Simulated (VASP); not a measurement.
# In (I4/mmm) in VASP: relaxation of cell and atoms with PBE

Aim: the relaxation of cell and atoms of In with PBE.

All numbers are computed with VASP 6.6.1; they aren't measurements. Logs are shortened: lines on timing, memory, paths and dates and some standing lists are left out, and cuts for length are marked.

## 1. The cell of the first run

It takes space group I4/mmm (No. 139, tetragonal). Conventional cell: a = 3.252 Å, b = 3.252 Å, c = 4.946 Å, α = 90.00°, β = 90.00°, γ = 90.00°. Within 4.3 Å of In (site symmetry 4/mmm) lie 12 In at 3.25 to 3.38 Å.

## 2. Relaxation of cell and atoms, PBE

INCAR reads:

```
PREC = Accurate
ENCUT = 600
EDIFF = 1E-6
ISMEAR = 0
SIGMA = 0.05
LREAL = F
LASPH = T
NELM = 100
ALGO = Fast
ISIF = 3
LWAVE = F
LCHARG = F
GGA = PE
IBRION = 2
NSW = 80
EDIFFG = -0.01
```

KPOINTS reads:

```
Automatic mesh
0
Gamma
  18 18 18
```

POSCAR reads:

```
In
1.0
   -1.6261500000      1.6261500000      2.4730500000
    1.6261500000     -1.6261500000      2.4730500000
    1.6261500000      1.6261500000     -2.4730500000
In
1
Direct
    0.0000000000      0.0000000000      0.0000000000
```

Potentials or basis: VASP PAW PBE potentials, release 64 (In_d).

Started as:

```
> cat potpaw_PBE.64/In_d/POTCAR > POTCAR
> mpirun -np 1 vasp_std > vasp.out
```

OUTCAR:

```text
PREC = Accurate
   ENCUT = 600
   EDIFF = 1E-6
   ISMEAR = 0
   LREAL = F
   LASPH = T
   NELM = 100
   ISIF = 3
   GGA = PE
   IBRION = 2
   NSW = 80
   EDIFFG = -0.01

 ion  position               nearest neighbor table
   1  0.000  0.000  0.000-

  LATTYP: Found a body centered tetragonal cell.
 ALAT       =     3.2523000000
 C/A-ratio  =     1.5208006641

  Lattice vectors:

 A1 = (  -1.6261500000,   1.6261500000,   2.4730500000)
 A2 = (   1.6261500000,  -1.6261500000,   2.4730500000)
 A3 = (   1.6261500000,   1.6261500000,  -2.4730500000)

Analysis of symmetry for initial positions (statically):
=====================================================================
 Subroutine PRICEL returns:
 Original cell was already a primitive cell.

 Routine SETGRP: Setting up the symmetry group for a
 body centered tetragonal supercell.

 Subroutine GETGRP returns: Found 16 space group operations
 (whereof 16 operations were pure point group operations)
 out of a pool of 16 trial point group operations.

The static configuration has the point symmetry D_4h.

Analysis of symmetry for dynamics (positions and initial velocities):
=====================================================================
 Subroutine PRICEL returns:
 Original cell was already a primitive cell.

 Routine SETGRP: Setting up the symmetry group for a
 body centered tetragonal supercell.

 Subroutine GETGRP returns: Found 16 space group operations
 (whereof 16 operations were pure point group operations)
 out of a pool of 16 trial point group operations.

The dynamic configuration has the point symmetry D_4h.

 Subroutine INISYM returns: Found 16 space group operations
 (whereof 16 operations are pure point group operations),
 and found     1 'primitive' translations

----------------------------------------------------------------------------------------

                                     Primitive cell

  volume of cell :      26.1586

  direct lattice vectors                    reciprocal lattice vectors
    -1.626150000  1.626150000  2.473050000     0.000000000  0.307474710  0.202179495
     1.626150000 -1.626150000  2.473050000     0.307474710  0.000000000  0.202179495
     1.626150000  1.626150000 -2.473050000     0.307474710  0.307474710  0.000000000

  length of vectors
     3.377085126  3.377085126  3.377085126     0.367990823  0.367990823  0.434834905

  position of ions in fractional coordinates (direct lattice)
     0.000000000  0.000000000  0.000000000

[... 98 lines left out ...]
  Thomas-Fermi vector in A             =   2.428172
   LORBIT       =      0    0 simple, 1 ext, 2 COOP (PROOUT), +10 PAW based schemes
   GGA     = PE    functional components
   LHFCALC =     F    Hartree Fock is set to
   AEXX    =    0.0000 exact exchange contribution
   IVDW    =     0    specifies the selected vdW correction
   LEPSILON=     F    determine dielectric tensor
   LRPA    =     F    only Hartree local field effects (RPA)
 conjugate gradient relaxation of ions
 non-spin polarized calculation
 RMM-DIIS sequential band-by-band and
 Gauss-broadening in eV      SIGMA  =   0.05
  energy-cutoff  :      600.00
  volume of cell :       26.16
 maximum number of plane-waves:       902
   NGX = 13   NGY = 13   NGZ = 13

--------------------------------------- Ionic step        1  -------------------------------------------

 number of electron      13.0000006 magnetization

 Free energy of the ion-electron system (eV)
  ---------------------------------------------------
  ext. energy  EPLUGINS =         0.00000000
  ---------------------------------------------------
  free energy    TOTEN  =        -2.55081428 eV

  energy without entropy =       -2.55012800  energy(sigma->0) =       -2.55047114

------------------------ aborting loop because EDIFF is reached ----------------------------------------

  FORCE on cell =-STRESS in cart. coord.  units (eV):
  Direction    XX          YY          ZZ          XY          YZ          ZX
  --------------------------------------------------------------------------------------
  -------------------------------------------------------------------------------------
  Total        0.3225526      0.3225526      0.3105904      0.0000000     -0.0000000      0.0000000
  in kB       19.7559116     19.7559116     19.0232393      0.0000000     -0.0000000      0.0000000
  external PRESSURE =      19.5116875 kB  Pullay stress =       0.0000000 kB
[... 86 lines left out ...]
  FREE ENERGIE OF THE ION-ELECTRON SYSTEM (eV)
  ---------------------------------------------------
  free  energy   TOTEN  =        -2.5589642997 eV

  energy  without entropy=       -2.5584360200  energy(sigma->0) =       -2.55870016

[... ionic steps 4 to 12 ...]

--------------------------------------- Ionic step       13  -------------------------------------------

 number of electron      12.9999996 magnetization

------------------------ aborting loop because EDIFF is reached ----------------------------------------
[... 30 lines left out ...]
--------------------------------------- Ionic step       14  -------------------------------------------

 number of electron      12.9999996 magnetization

 E-fermi :   6.9209     XC(G=0):  -9.9990

 val. band max:        6.9061187058   @ k =  -0.3889  -0.3889   0.1111
 cond. band min:       6.9296273797   @ k =   0.4444   0.2222   0.1111
 fundamental gap:      0.0235086739
 Fermi energy:         6.9208624656

 k-point     1 :       0.0000    0.0000    0.0000
  band No.  band energies     occupation
      1      -7.6656      2.00000
      2      -7.6573      2.00000
      3      -7.6573      2.00000
      4      -7.5179      2.00000
      5      -7.5080      2.00000
      6      -2.2551      2.00000
      7      17.0072      0.00000
      8      17.0072      0.00000
      9      17.0251      0.00000
     10      18.3265      0.00000
[... 333 lines left out ...]
--------------------------------------- Ionic step       15  -------------------------------------------

 number of electron      12.9999996 magnetization

 Free energy of the ion-electron system (eV)
  ---------------------------------------------------
  ext. energy  EPLUGINS =         0.00000000
  ---------------------------------------------------
  free energy    TOTEN  =        -2.56102894 eV

  energy without entropy =       -2.56032469  energy(sigma->0) =       -2.56067682

 E-fermi :   6.9354     XC(G=0): -10.0059

 val. band max:        6.9209791316   @ k =  -0.3333   0.4444   0.1111
 cond. band min:       6.9440087901   @ k =   0.3889   0.2222   0.1667
 fundamental gap:      0.0230296585
 Fermi energy:         6.9354358368

 k-point     1 :       0.0000    0.0000    0.0000
  band No.  band energies     occupation
      1      -7.6494      2.00000
      2      -7.6441      2.00000
      3      -7.6441      2.00000
      4      -7.5017      2.00000
      5      -7.4944      2.00000
      6      -2.2491      2.00000
      7      17.0376      0.00000
      8      17.0376      0.00000
      9      17.0497      0.00000
     10      18.3450      0.00000
[... 327 lines left out ...]
  FREE ENERGIE OF THE ION-ELECTRON SYSTEM (eV)
  ---------------------------------------------------
  free  energy   TOTEN  =        -2.5610289434 eV

  energy  without entropy=       -2.5603246941  energy(sigma->0) =       -2.56067682

 reached required accuracy - stopping structural energy minimisation
```

OSZICAR:

```text
N       E                     dE             d eps       ncg     rms          rms(c)
DAV:   1     0.743065976851E+02    0.74307E+02   -0.71104E+03  9628   0.181E+03
DAV:   2     0.282242173374E+00   -0.74024E+02   -0.73006E+02  9718   0.302E+02
DAV:   3    -0.251351181976E+01   -0.27958E+01   -0.27822E+01 11094   0.666E+01
DAV:   4    -0.257579750770E+01   -0.62286E-01   -0.62264E-01 12016   0.101E+01
[... 125 lines left out ...]
RMM:   2    -0.256116675577E+01    0.47205E-03   -0.66904E-04  9745   0.514E-01    0.702E-02
RMM:   3    -0.256103061911E+01    0.13614E-03   -0.23575E-04  9629   0.265E-01    0.193E-02
RMM:   4    -0.256102740779E+01    0.32113E-05   -0.64752E-05  9659   0.104E-01    0.980E-03
RMM:   5    -0.256102841338E+01   -0.10056E-05   -0.15553E-05 10714   0.645E-02    0.103E-02
RMM:   6    -0.256102894344E+01   -0.53007E-06   -0.63103E-06  8769   0.349E-02
  15 F= -.25610289E+01 E0= -.25606768E+01  d E =-.166248E-03
```

It took 50 min on 1 thread of Intel Xeon 8259CL, shared host; peak memory 0.32 GiB.

Results:

```yaml
Free_energy: -2.5610 eV
Relaxed_volume: 27.58 Å³/atom
Relaxed_cell: a = 3.394 Å, b = 3.394 Å, c = 3.394 Å, α = 120.17°, β = 120.17°, γ = 89.70°
Space_group_after_relaxing_to_0.1_Å: Fm-3m (No. 225)
Energy_gained_by_relaxing: 10.2 meV/atom
Ionic_steps: 15
Pressure_after_relaxing: 0.0 GPa
Band_gap_on_the_k_mesh: zero (an odd number of electrons rules out a gap without spin polarisation)
```

The path:
| step | energy change (eV) | largest force (eV/Å) | pressure (GPa) | volume (Å³) |
| --- | --- | --- | --- | --- |
| 1 | 0.0000 | 0.0000 | 1.95 | 26.16 |
| 2 | -0.0081 | 0.0000 | 0.16 | 27.38 |
| 3 | -0.0082 | 0.0000 | -0.01 | 27.49 |
| 4 | -0.0081 | 0.0000 | 0.11 | 27.47 |
| 5 | -0.0082 | 0.0000 | 0.01 | 27.47 |
| 6 | -0.0084 | 0.0000 | 0.02 | 27.50 |
| 7 | -0.0086 | 0.0000 | -0.07 | 27.56 |
| 8 | -0.0097 | 0.0000 | -0.18 | 27.65 |
| 9 | -0.0090 | 0.0000 | -0.42 | 27.80 |
| 10 | -0.0100 | 0.0000 | -0.33 | 27.72 |
| 11 | -0.0100 | 0.0000 | -0.32 | 27.71 |
| 12 | -0.0100 | 0.0000 | -0.29 | 27.68 |
| 13 | -0.0101 | 0.0000 | -0.11 | 27.64 |
| 14 | -0.0102 | 0.0000 | -0.12 | 27.62 |
| 15 | -0.0102 | 0.0000 | -0.03 | 27.58 |

Final structure:
```xyz
1
Lattice="-1.6926 1.6926 2.4064 1.6926 -1.6926 2.4064 1.6926 1.6926 -2.4064" Properties=species:S:1:pos:R:3 pbc="T T T"
In    0.0000    0.0000    0.0000
```

Caveat: spin-orbit coupling is left out, which moves the levels of the heavy elements.

The gap in the log of VASP goes by the Fermi energy; the results here count the filled bands.